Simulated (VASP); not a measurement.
# SiNi (NiAs type) (P6_3/mmc) in VASP: notebook

The runs below take SiNi (NiAs type) through relaxation of shape and atoms at fixed volume, with PBE.

Everything below comes from runs of VASP 6.6.1. Logs are shortened: lines on timing, memory, paths and dates and some standing lists are left out, and cuts for length are marked.

## Step 1: The cell of the first run

The structure is hexagonal, space group P6_3/mmc (No. 194). Conventional cell: a = 3.025 Å, b = 3.025 Å, c = 4.156 Å, α = 90.00°, β = 90.00°, γ = 120.00°. Ni (site symmetry -3m) has 6 Si at 2.03 Å and 2 Ni at 2.08 Å within 2.7 Å. Si (site symmetry -6m2) has 6 Ni at 2.03 Å and 6 Si at 2.71 Å within 2.8 Å.

## Step 2: Relaxation of shape and atoms at fixed volume, PBE

INCAR

```
PREC     = Accurate       # precision mode
ENCUT    = 600            # plane-wave cutoff, eV
EDIFF    = 1E-7           # SCF threshold, eV
ISMEAR   = -1             # smearing method
SIGMA    = 0.1            # smearing width, eV
LREAL    = F              # projectors in reciprocal space
LASPH    = T              # aspherical terms in the spheres
NELM     = 120            # most SCF steps
ALGO     = Normal         # electronic algorithm
ISIF     = 4              # what is computed and relaxed
LWAVE    = F              # write WAVECAR
LCHARG   = F              # write CHGCAR
GGA      = PE             # functional
IBRION   = 2              # ionic algorithm
NSW      = 50             # ionic steps
EDIFFG   = -0.005         # ionic threshold
GGA_COMPAT= F            
NELMIN   = 4
```

KPOINTS

```
Automatic mesh
0
Gamma
  11 11 6
```

POSCAR

```
SiNi
1.0
    3.0253261736      0.0000000000      0.0000000000
   -1.5126630868      2.6200093211      0.0000000000
    0.0000000000      0.0000000000      4.1564531166
Ni Si
2 2
Direct
    0.0000000000      0.0000000000      0.0000000000
    0.0000000000      0.0000000000      0.5000000000
    0.3333333333      0.6666666667      0.2500000000
    0.6666666667      0.3333333333      0.7500000000
```

Potentials or basis: VASP PAW PBE potentials, release 64 (Ni, Si).

Command:

```bash
$ cat potpaw_PBE.64/Ni/POTCAR potpaw_PBE.64/Si/POTCAR > POTCAR
$ mpirun -np 1 vasp_std > vasp.out
```

OUTCAR:

```text
PREC = Accurate
   ENCUT = 600
   EDIFF = 1E-7
   ISMEAR = -1
   LREAL = F
   LASPH = T
   NELM = 120
   ISIF = 4
   GGA = PE
   IBRION = 2
   NSW = 50
   EDIFFG = -0.005
   NELMIN = 4

 ion  position               nearest neighbor table
   1  0.000  0.000  0.000-   3 2.03   4 2.03   4 2.03   3 2.03   4 2.03   3 2.03   2 2.08   2 2.08

   2  0.000  0.000  0.500-   3 2.03   4 2.03   4 2.03   3 2.03   4 2.03   3 2.03   1 2.08   1 2.08

   3  0.333  0.667  0.250-   1 2.03   2 2.03   1 2.03   2 2.03   1 2.03   2 2.03   4 2.71   4 2.71
                             4 2.71   4 2.71   4 2.71   4 2.71
   4  0.667  0.333  0.750-   1 2.03   2 2.03   1 2.03   2 2.03   1 2.03   2 2.03   3 2.71   3 2.71
                             3 2.71   3 2.71   3 2.71   3 2.71

  LATTYP: Found a hexagonal cell.
 ALAT       =     3.0253261736
 C/A-ratio  =     1.3738859475

  Lattice vectors:

 A1 = (   3.0253261736,   0.0000000000,   0.0000000000)
 A2 = (  -1.5126630868,   2.6200093211,   0.0000000000)
 A3 = (   0.0000000000,   0.0000000000,   4.1564531166)

Analysis of symmetry for initial positions (statically):
=====================================================================
 Subroutine PRICEL returns:
 Original cell was already a primitive cell.

 Routine SETGRP: Setting up the symmetry group for a
 hexagonal supercell.

 Subroutine GETGRP returns: Found 24 space group operations
 (whereof 12 operations were pure point group operations)
 out of a pool of 24 trial point group operations.

The static configuration has the point symmetry D_3d.
 The point group associated with its full space group is D_6h.

Analysis of symmetry for dynamics (positions and initial velocities):
=====================================================================
 Subroutine PRICEL returns:
 Original cell was already a primitive cell.

 Routine SETGRP: Setting up the symmetry group for a
 hexagonal supercell.

 Subroutine GETGRP returns: Found 24 space group operations
 (whereof 12 operations were pure point group operations)
 out of a pool of 24 trial point group operations.

The dynamic configuration has the point symmetry D_3d.
 The point group associated with its full space group is D_6h.

 Subroutine INISYM returns: Found 24 space group operations
 (whereof 12 operations are pure point group operations),
 and found     1 'primitive' translations

----------------------------------------------------------------------------------------

                                     Primitive cell

  volume of cell :      32.9456

  direct lattice vectors                    reciprocal lattice vectors
     3.025326174  0.000000000  0.000000000     0.330542871  0.190839016  0.000000000
    -1.512663087  2.620009321  0.000000000     0.000000000  0.381678031  0.000000000
     0.000000000  0.000000000  4.156453117     0.000000000  0.000000000  0.240589746

  length of vectors
     3.025326174  3.025326174  4.156453117     0.381678031  0.381678031  0.240589746

  position of ions in fractional coordinates (direct lattice)
     0.000000000  0.000000000  0.000000000
     0.000000000  0.000000000  0.500000000
     0.333333333  0.666666667  0.250000000
     0.666666667  0.333333333  0.750000000

  ion indices of the primitive-cell ions
   primitive index   ion index
                 1           1
                 2           2
                 3           3
                 4           4

----------------------------------------------------------------------------------------

 KPOINTS: Automatic mesh

Automatic generation of k-mesh.
 Grid dimensions read from file:
 generate k-points for:   11   11    6

 Generating k-lattice:

  Cartesian coordinates                     Fractional coordinates (reciprocal lattice)
     0.030049352  0.017349001  0.000000000     0.090909091 -0.000000000  0.000000000
     0.000000000  0.034698003  0.000000000     0.000000000  0.090909091  0.000000000
     0.000000000  0.000000000  0.040098291     0.000000000  0.000000000  0.166666667

  Length of vectors
     0.034698003  0.034698003  0.040098291

  Shift w.r.t. Gamma in fractional coordinates (k-lattice)
     0.000000000  0.000000000  0.000000000

 Subroutine IBZKPT returns following result:
 ===========================================

 Found     64 irreducible k-points:

 Following reciprocal coordinates:
            Coordinates               Weight
  0.000000  0.000000  0.000000      1.000000
  0.090909 -0.000000  0.000000      6.000000
  0.181818  0.000000  0.000000      6.000000
  0.272727  0.000000  0.000000      6.000000
  0.363636  0.000000  0.000000      6.000000
  0.454545  0.000000  0.000000      6.000000
[... 16 lines left out ...]
  0.090909  0.090909  0.166667     12.000000
  0.181818  0.090909  0.166667     24.000000
 [... further k-points ...]
   k-points           NKPTS =     64   k-points in BZ     NKDIM =     64   number of bands    NBANDS=     18
   number of dos      NEDOS =    301   number of ions     NIONS =      4
   total plane-waves  NPLWV =  20736
   dimension x,y,z NGX =    24 NGY =   24 NGZ =   36
   dimension x,y,z NGXF=    48 NGYF=   48 NGZF=   72
   ions per type =               2   2
   NGX,Y,Z   is equivalent  to a cutoff of  13.19, 13.19, 14.40 a.u.
   NGXF,Y,Z  is equivalent  to a cutoff of  26.38, 26.38, 28.80 a.u.
 SYSTEM =  unknown system
   PREC   = accura    normal or accurate (medium, high low for compatibility)
   ISTART =      0    job   : 0-new  1-cont  2-samecut
   ICHARG =      2    charge: 1-file 2-atom 10-const
   ISPIN  =      1    spin polarized calculation?
   LNONCOLLINEAR =      F non collinear calculations
   LSORBIT =      F    spin-orbit coupling
   LASPH  =      T    aspherical Exc in radial PAW
   ENCUT  =  600.0 eV  44.10 Ry    6.64 a.u.   6.04  6.04  8.30*2*pi/ulx,y,z
   NELM   =    120;   NELMIN=  4; NELMDL= -5     # of ELM steps
   EDIFF  = 0.1E-06   stopping-criterion for ELM
   LREAL  =      F    real-space projection
   EDIFFG = -.5E-02   stopping-criterion for IOM
   NSW    =     50    number of steps for IOM
   IBRION =      2    ionic relax: 0-MD 1-quasi-New 2-CG
   NFREE  =      1    steps in history (QN), initial steepest desc. (CG)
   ISIF   =      4    stress and relaxation
   ISYM   =      2    0-nonsym 1-usesym 2-fastsym
   POTIM  = 0.5000    time-step for ionic-motion
   TEBEG  =    0.0;   TEEND  =   0.0 temperature during run
   PSTRESS=    0.0 pullay stress
   NELECT =      28.0000    total number of electrons
   NUPDOWN=      -1.0000    fix difference up-down
   EMIN   =  10.00;   EMAX   =-10.00  energy-range for DOS
   EFERMI =   0.00;   METHOD = LEGACY
   ISMEAR =    -1;   SIGMA  =   0.10  broadening in eV -4-tet -1-fermi 0-gaus
   EFERMI_NEDOS =   21; number of points for ismear=-14 and -15
   IALGO  =     38    algorithm
   IMIX   =      4    mixing-type and parameters
     AMIX     =   0.40;   BMIX     =  1.00
     AMIX_MAG =   1.60;   BMIX_MAG =  1.00
  volume/ion in A,a.u.               =       8.24        55.58
  Fermi-wavevector in a.u.,A,eV,Ry     =   1.550701  2.930401 32.717590  2.404675
  Thomas-Fermi vector in A             =   2.655327
   LORBIT       =      0    0 simple, 1 ext, 2 COOP (PROOUT), +10 PAW based schemes
   GGA     = PE    functional components
   LHFCALC =     F    Hartree Fock is set to
   AEXX    =    0.0000 exact exchange contribution
   IVDW    =     0    specifies the selected vdW correction
   LEPSILON=     F    determine dielectric tensor
   LRPA    =     F    only Hartree local field effects (RPA)
 conjugate gradient relaxation of ions
 non-spin polarized calculation
  energy-cutoff  :      600.00
  volume of cell :       32.95
 maximum number of plane-waves:      1114
   NGX = 13   NGY = 13   NGZ = 17

--------------------------------------- Ionic step        1  -------------------------------------------

 number of electron      27.9999988 magnetization

 Free energy of the ion-electron system (eV)
  ---------------------------------------------------
  ext. energy  EPLUGINS =         0.00000000
  ---------------------------------------------------
  free energy    TOTEN  =       -15.81085505 eV

  energy without entropy =      -15.77726868  energy(sigma->0) =      -15.79406186

------------------------ aborting loop because EDIFF is reached ----------------------------------------

  FORCE on cell =-STRESS in cart. coord.  units (eV):
  Direction    XX          YY          ZZ          XY          YZ          ZX
  --------------------------------------------------------------------------------------
  -------------------------------------------------------------------------------------
  Total       39.0225151     39.0225151     43.5839161     -0.0000000     -0.0000000     -0.0000000
  in kB     1897.7015526   1897.7015527   2119.5267625     -0.0000000     -0.0000000     -0.0000000
  external PRESSURE =    1971.6432893 kB  Pullay stress =       0.0000000 kB
[... 61 lines left out ...]
  energy  without entropy=      -15.8403632126  energy(sigma->0) =      -15.86091168

--------------------------------------- Ionic step        3  -------------------------------------------

 number of electron      28.0000019 magnetization

 Free energy of the ion-electron system (eV)
  ---------------------------------------------------
  ext. energy  EPLUGINS =         0.00000000
  ---------------------------------------------------
  free energy    TOTEN  =       -15.88151250 eV

  energy without entropy =      -15.84071961  energy(sigma->0) =      -15.86111606

 E-fermi :  16.9545     XC(G=0): -14.1973

 val. band max:       16.9489169252   @ k =   0.2727   0.0909   0.1667
 cond. band min:      16.9561955569   @ k =   0.3636   0.0000   0.1667
 fundamental gap:      0.0072786317
 Fermi energy:        16.9545205313

 k-point     1 :       0.0000    0.0000    0.0000
  band No.  band energies     occupation
      1       0.5842      2.00000
      2       7.3788      2.00000
      3       8.2807      2.00000
      4      10.0940      2.00000
      5      10.1635      2.00000
      6      10.1635      2.00000
[... 10 lines left out ...]
     17      24.3218      0.00000
     18      24.3218      0.00000
[... 466 lines left out ...]
      2       6.6748      2.00000
      3       9.2755      2.00000
      4      10.0242      2.00000
      5      10.2303      2.00000
      6      10.2875      2.00000
[... 10 lines left out ...]
     17      23.2402      0.00000
     18      24.1369      0.00000

 [... further k-points ...]

------------------------ aborting loop because EDIFF is reached ----------------------------------------

  FORCE on cell =-STRESS in cart. coord.  units (eV):
  Direction    XX          YY          ZZ          XY          YZ          ZX
  --------------------------------------------------------------------------------------
  -------------------------------------------------------------------------------------
  Total       40.0312350     40.0312350     40.0279871      0.0000000      0.0000000      0.0000000
  in kB     1946.7565451   1946.7565451   1946.5986004      0.0000000      0.0000000      0.0000000
  external PRESSURE =    1946.7038969 kB  Pullay stress =       0.0000000 kB
[... 19 lines left out ...]
  FREE ENERGIE OF THE ION-ELECTRON SYSTEM (eV)
  ---------------------------------------------------
  free  energy   TOTEN  =       -15.8815124998 eV

  energy  without entropy=      -15.8407196102  energy(sigma->0) =      -15.86111606

 reached required accuracy - stopping structural energy minimisation
```

It took 1.8 min on 1 thread of Intel Xeon 8259CL, shared host; peak memory 0.19 GiB.

What came out:

```yaml
Free_energy: -15.8815 eV
Energy_gained_by_relaxing: 17.7 meV/atom
Ionic_steps: 3
Pressure_after_relaxing: 194.7 GPa
Band_gap_on_the_k_mesh: zero (bands 14 and 15 overlap by 7.55 eV)
```

The path:
```tsv
step	energy change (eV)	largest force (eV/Å)	pressure (GPa)	volume (Å³)
1	0.0000	0.0000	197.16	32.95
2	-0.0706	0.0000	194.59	32.95
3	-0.0707	0.0000	194.67	32.95
```

Final structure:
```yaml
crystal:
  lattice:
    - [2.97247, 0.00000, 0.00000]
    - [-1.48623, 2.57423, 0.00000]
    - [0.00000, 0.00000, 4.30559]
  atoms:
    - { symbol: Ni, position: [0.00000, 0.00000, 0.00000] }
    - { symbol: Ni, position: [0.00000, 0.00000, 0.50000] }
    - { symbol: Si, position: [0.33333, 0.66667, 0.25000] }
    - { symbol: Si, position: [0.66667, 0.33333, 0.75000] }
```

## Step 3: Relaxation of shape and atoms at fixed volume, PBE

This run uses another cell than the first one, of 9.27 Å³/atom.

INCAR

```
SYSTEM = SiNi
  PREC = Accurate
  ENCUT = 600
  EDIFF = 1E-7
  ISMEAR = -1
  SIGMA = 0.1
  LREAL = .FALSE.
  LASPH = .TRUE.
  NELM = 120
  ALGO = Normal
  ISIF = 4
  LWAVE = .FALSE.
  LCHARG = .FALSE.
  GGA = PE
  IBRION = 2
  NSW = 50
  EDIFFG = -0.005
  GGA_COMPAT = .FALSE.
  NELMIN = 4
```

KPOINTS

```
regular mesh
0
G
  11 11 6
  0 0 0
```

POSCAR

```
SiNi
1.0
    3.1464660166      0.0000000000      0.0000000000
   -1.5732330083      2.7249195025      0.0000000000
    0.0000000000      0.0000000000      4.3228854446
Ni Si
2 2
Direct
    0.0000000000      0.0000000000      0.0000000000
    0.0000000000      0.0000000000      0.5000000000
    0.3333333333      0.6666666667      0.2500000000
    0.6666666667      0.3333333333      0.7500000000
```

Potentials or basis: VASP PAW PBE potentials, release 64 (Ni, Si).

Command:

```bash
$ cat potpaw_PBE.64/Ni/POTCAR potpaw_PBE.64/Si/POTCAR > POTCAR
$ mpirun -np 1 vasp_std > vasp.out
```

Wall time 2.4 min (1 thread of Intel Xeon 8259CL, shared host); peak memory 0.21 GiB.

The run converged. Its results:

* Free energy: -19.7226 eV
* Energy gained by relaxing: 6.9 meV/atom
* Ionic steps: 3
* Pressure after relaxing: 111.1 GPa
* Band gap on the k mesh: zero (bands 14 and 15 overlap by 6.73 eV)

Step by step:
```csv
step,energy change (eV),largest force (eV/Å),pressure (GPa),volume (Å³)
1,0.0000,0.0000,111.99,37.06
2,-0.0277,0.0000,111.06,37.06
3,-0.0277,0.0000,111.07,37.06
```

Final structure:
```
Ni Si
1.0
     3.11219    0.00000    0.00000
    -1.55609    2.69523    0.00000
     0.00000    0.00000    4.41864
Ni Si
2 2
Direct
  0.00000 0.00000 0.00000
  0.00000 0.00000 0.50000
  0.33333 0.66667 0.25000
  0.66667 0.33333 0.75000
```

Levels at points of the mesh, in eV from the Fermi level:
```tsv
k point	band 12	band 13	band 14	band 15	band 16	band 17
(0.00, 0.00, 0.00)	-2.40	0.36	3.33	3.33	6.35	6.51
(0.00, 0.00, 0.50)	-3.93	3.24	3.24	6.13	6.13	6.13
```

Spin polarisation is off, so any magnetic state and its effect on volume and gap are missing.

## Step 4: Relaxation of shape and atoms at fixed volume, PBE

This run uses another cell than the first one, of 10.30 Å³/atom.

INCAR

```
ALGO = Normal ; EDIFF = 1E-7
EDIFFG = -0.005 ; ENCUT = 600
GGA = PE ; GGA_COMPAT = F
IBRION = 2 ; ISIF = 4
ISMEAR = -1 ; LASPH = T
LCHARG = F ; LREAL = F
LWAVE = F ; NELM = 120
NELMIN = 4 ; NSW = 50
PREC = Accurate ; SIGMA = 0.1
```

KPOINTS

```
k-points
0
Gamma
  11 11 6
```

POSCAR

```
SiNi
1.0
    3.2589338285      0.0000000000      0.0000000000
   -1.6294669143      2.8223194848      0.0000000000
    0.0000000000      0.0000000000      4.4774033910
Ni Si
2 2
Direct
    0.0000000000      0.0000000000      0.0000000000
    0.0000000000      0.0000000000      0.5000000000
    0.3333333333      0.6666666667      0.2500000000
    0.6666666667      0.3333333333      0.7500000000
```

Command:

```bash
$ cat potpaw_PBE.64/Ni/POTCAR potpaw_PBE.64/Si/POTCAR > POTCAR
$ mpirun -np 1 vasp_std > vasp.out
```

Wall time 2.7 min (1 thread of Intel Xeon 8259CL, shared host); peak memory 0.21 GiB.

The run converged. Its results:

```
Free energy               : -21.8680 eV
Energy gained by relaxing : 2.4 meV/atom
Ionic steps               : 3
Pressure after relaxing   : 59.8 GPa
Band gap on the k mesh    : zero (bands 14 and 15 overlap by 6.10 eV)
```

Step by step:
| step | energy change (eV) | largest force (eV/Å) | pressure (GPa) | volume (Å³) |
| --- | --- | --- | --- | --- |
| 1 | 0.0000 | 0.0000 | 60.25 | 41.18 |
| 2 | -0.0096 | 0.0000 | 59.83 | 41.18 |
| 3 | -0.0097 | 0.0000 | 59.82 | 41.18 |

Final structure:
```
Ni Si
1.0
     3.23688    0.00000    0.00000
    -1.61844    2.80322    0.00000
     0.00000    0.00000    4.53862
Ni Si
2 2
Direct
  0.00000 0.00000 0.00000
  0.00000 0.00000 0.50000
  0.33333 0.66667 0.25000
  0.66667 0.33333 0.75000
```

Levels at points of the mesh, in eV from the Fermi level:
```
           k point  band 12  band 13  band 14  band 15  band 16  band 17
(0.00, 0.00, 0.00)    -2.05     0.37     2.96     2.96     5.84     5.84
(0.00, 0.00, 0.50)    -3.38     2.97     2.97     5.44     5.44     5.44
```

Spin polarisation is off, so any magnetic state and its effect on volume and gap are missing.

## Step 5: The runs side by side

```tsv
cell	gap on the mesh (eV)	pressure (GPa)
relaxed from a = 3.025, b = 3.025, c = 4.156 Å, angles 90.0, 90.0, 120.0°, 4 atoms	none	194.7
relaxed from a = 3.146, b = 3.146, c = 4.323 Å, angles 90.0, 90.0, 120.0°, 4 atoms	none	111.1
relaxed from a = 3.259, b = 3.259, c = 4.477 Å, angles 90.0, 90.0, 120.0°, 4 atoms	none	59.8
```

Alike in all rows: task relaxation of shape and atoms at fixed volume; level PBE; potentials or basis VASP PAW PBE potentials, release 64 (Ni, Si); no spin polarisation; k mesh 11 × 11 × 6; cutoff (eV) 600; smearing fermi-dirac 0.1 eV.

Absolute energies hang on the potentials; compare differences alone.
